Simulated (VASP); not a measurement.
# CsI (Pm-3m) in VASP: notebook, part 2 of 2

VASP 6.6.1. Earlier steps stand in the parts before.

**3. Single point, PBE**

This run uses another cell than the first one, of 53.33 Å³/atom.

File INCAR:

```
SYSTEM = CsI
  PREC = Accurate
  ENCUT = 500
  EDIFF = 1E-6
  ISMEAR = 0
  SIGMA = 0.01
  LREAL = .False.
  LASPH = .True.
  NELM = 120
  ALGO = Normal
  ISIF = 2
  LWAVE = .False.
  LCHARG = .False.
  GGA = PE
  NBANDS = 15
  GGA_COMPAT = .False.
```

File KPOINTS:

```
Automatic mesh
0
Gamma
  5 5 5
  0 0 0
```

File POSCAR:

```
CsI
1.0
    4.7425125630      0.0000000000      0.0000000000
    0.0000000000      4.7425125630      0.0000000000
    0.0000000000      0.0000000000      4.7425125630
Cs I
1 1
Direct
    0.0000000000      0.0000000000      0.0000000000
    0.5000000000      0.5000000000      0.5000000000
```

Potentials or basis: VASP PAW PBE potentials, release 64 (Cs_sv, I).

Command:

```sh
$ cat potpaw_PBE.64/Cs_sv/POTCAR potpaw_PBE.64/I/POTCAR > POTCAR
$ mpirun -np 1 vasp_std > vasp.out
```

OUTCAR:

```text
SYSTEM = CsI
   PREC = Accurate
   ENCUT = 500
   EDIFF = 1E-6
   ISMEAR = 0
   LREAL = .False.
   LASPH = .True.
   NELM = 120
   ISIF = 2
   GGA = PE

 ion  position               nearest neighbor table
   1  0.000  0.000  0.000-
   2  0.500  0.500  0.500-

  LATTYP: Found a simple cubic cell.
 ALAT       =     4.7425125630

  Lattice vectors:

 A1 = (   4.7425125630,   0.0000000000,   0.0000000000)
 A2 = (   0.0000000000,   4.7425125630,   0.0000000000)
 A3 = (   0.0000000000,   0.0000000000,   4.7425125630)

Analysis of symmetry for initial positions (statically):
=====================================================================
 Subroutine PRICEL returns:
 Original cell was already a primitive cell.

 Routine SETGRP: Setting up the symmetry group for a
 simple cubic supercell.

 Subroutine GETGRP returns: Found 48 space group operations
 (whereof 48 operations were pure point group operations)
 out of a pool of 48 trial point group operations.

The static configuration has the point symmetry O_h .

Analysis of symmetry for dynamics (positions and initial velocities):
=====================================================================
 Subroutine PRICEL returns:
 Original cell was already a primitive cell.

 Routine SETGRP: Setting up the symmetry group for a
 simple cubic supercell.

 Subroutine GETGRP returns: Found 48 space group operations
 (whereof 48 operations were pure point group operations)
 out of a pool of 48 trial point group operations.

The dynamic configuration has the point symmetry O_h .

 Subroutine INISYM returns: Found 48 space group operations
 (whereof 48 operations are pure point group operations),
 and found     1 'primitive' translations

----------------------------------------------------------------------------------------

                                     Primitive cell

  volume of cell :     106.6659
[... 101 lines left out ...]
   AEXX    =    0.0000 exact exchange contribution
   IVDW    =     0    specifies the selected vdW correction
   LEPSILON=     F    determine dielectric tensor
   LRPA    =     F    only Hartree local field effects (RPA)
 non-spin polarized calculation
 Gauss-broadening in eV      SIGMA  =   0.01
  energy-cutoff  :      500.00
  volume of cell :      106.67
 maximum number of plane-waves:      2734
 NGX is ok and might be reduce to    36
   NGX = 17   NGY = 17   NGZ = 17

 number of electron      15.9999995 magnetization

 Free energy of the ion-electron system (eV)
  ---------------------------------------------------
  ext. energy  EPLUGINS =         0.00000000
  ---------------------------------------------------
  free energy    TOTEN  =        -5.43657451 eV

  energy without entropy =       -5.43657451  energy(sigma->0) =       -5.43657451

 E-fermi :   0.2075     XC(G=0):  -7.2942

 val. band max:        0.1521403606   @ k =   0.4000   0.4000   0.0000
 cond. band min:       3.7276764876   @ k =   0.0000   0.0000   0.0000
 fundamental gap:      3.5755361270
 Fermi energy:         0.2074557874

 k-point     1 :       0.0000    0.0000    0.0000
  band No.  band energies     occupation
      1     -20.3673      2.00000
      2     -10.3097      2.00000
      3      -7.0805      2.00000
      4      -7.0805      2.00000
      5      -7.0805      2.00000
      6       0.0885      2.00000
      7       0.0885      2.00000
      8       0.0885      2.00000
      9       3.7277      0.00000
     10       4.5098      0.00000
     11       4.5098      0.00000
     12       7.6945      0.00000
     13       7.6945      0.00000
     14       7.6945      0.00000
[... 149 lines left out ...]
      2     -10.1341      2.00000
      3      -7.2548      2.00000
      4      -7.2487      2.00000
      5      -7.2487      2.00000
      6      -0.7721      2.00000
      7      -0.7721      2.00000
      8      -0.6873      2.00000
      9       6.1072      0.00000
     10       6.6544      0.00000
     11       6.6544      0.00000
     12       7.4017      0.00000
     13       7.5992      0.00000
     14       7.5992      0.00000
     15       9.6459      0.00000

------------------------ aborting loop because EDIFF is reached ----------------------------------------

  FORCE on cell =-STRESS in cart. coord.  units (eV):
  Direction    XX          YY          ZZ          XY          YZ          ZX
  --------------------------------------------------------------------------------------
  -------------------------------------------------------------------------------------
  Total       -0.2681300     -0.2681300     -0.2681300     -0.0000000      0.0000000     -0.0000000
  in kB       -4.0274539     -4.0274539     -4.0274539     -0.0000000      0.0000000     -0.0000000
  external PRESSURE =      -4.0274539 kB  Pullay stress =       0.0000000 kB

 VOLUME and BASIS-vectors are now :
 -----------------------------------------------------------------------------
  energy-cutoff  :      500.00
  volume of cell :      106.67
      direct lattice vectors                 reciprocal lattice vectors
     4.742512563  0.000000000  0.000000000     0.210858693  0.000000000  0.000000000
     0.000000000  4.742512563  0.000000000     0.000000000  0.210858693  0.000000000
     0.000000000  0.000000000  4.742512563     0.000000000  0.000000000  0.210858693

 POSITION                                       TOTAL-FORCE (eV/Angst)
 -----------------------------------------------------------------------------------
      0.00000      0.00000      0.00000         0.000000      0.000000      0.000000
      2.37126      2.37126      2.37126         0.000000      0.000000      0.000000
 -----------------------------------------------------------------------------------
    total drift:                               -0.000000      0.000000      0.000000

  FREE ENERGIE OF THE ION-ELECTRON SYSTEM (eV)
  ---------------------------------------------------
  free  energy   TOTEN  =        -5.4365745119 eV

  energy  without entropy=       -5.4365745119  energy(sigma->0) =       -5.43657451
```

OSZICAR:

```text
N       E                     dE             d eps       ncg     rms          rms(c)
DAV:   1     0.862671011686E+02    0.86267E+02   -0.58722E+03   300   0.835E+02
DAV:   2     0.196021767470E+01   -0.84307E+02   -0.77233E+02   436   0.135E+02
DAV:   3    -0.549921595035E+01   -0.74594E+01   -0.74381E+01   384   0.465E+01
DAV:   4    -0.560322309227E+01   -0.10401E+00   -0.10400E+00   388   0.668E+00
DAV:   5    -0.560421439815E+01   -0.99131E-03   -0.99130E-03   398   0.586E-01    0.155E+00
DAV:   6    -0.546282781167E+01    0.14139E+00   -0.11381E-01   363   0.155E+00    0.107E+00
DAV:   7    -0.543220453734E+01    0.30623E-01   -0.11278E-01   370   0.153E+00    0.629E-01
DAV:   8    -0.543677063057E+01   -0.45661E-02   -0.14332E-02   314   0.641E-01    0.133E-01
DAV:   9    -0.543645033625E+01    0.32029E-03   -0.81311E-04   398   0.135E-01    0.541E-02
DAV:  10    -0.543657620133E+01   -0.12587E-03   -0.26890E-04   307   0.938E-02    0.332E-02
DAV:  11    -0.543657276368E+01    0.34377E-05   -0.66516E-06   349   0.142E-02    0.134E-02
DAV:  12    -0.543657458493E+01   -0.18213E-05   -0.44538E-06   314   0.134E-02    0.321E-03
DAV:  13    -0.543657451192E+01    0.73010E-07   -0.26765E-07   234   0.274E-03
   1 F= -.54365745E+01 E0= -.54365745E+01  d E =-.278721E-16
```

Run time: 13 s. Hardware: 1 thread of Intel Xeon Platinum 8259CL at 2.50GHz (Skylake/Cascade Lake), shared host; peak memory 0.2 GiB.

What came out:

```yaml
Free_energy: -5.4366 eV
Pressure: -0.4 GPa
Band_gap_on_the_k_mesh: 3.58 eV (least direct gap 3.64 eV)
```

Caveat: spin-orbit coupling is left out, which moves the levels of the heavy elements; an odd mesh through Γ misses points on the zone boundary, where band edges can lie. A hybrid or GW would open this gap; PBE tends to underestimate it.
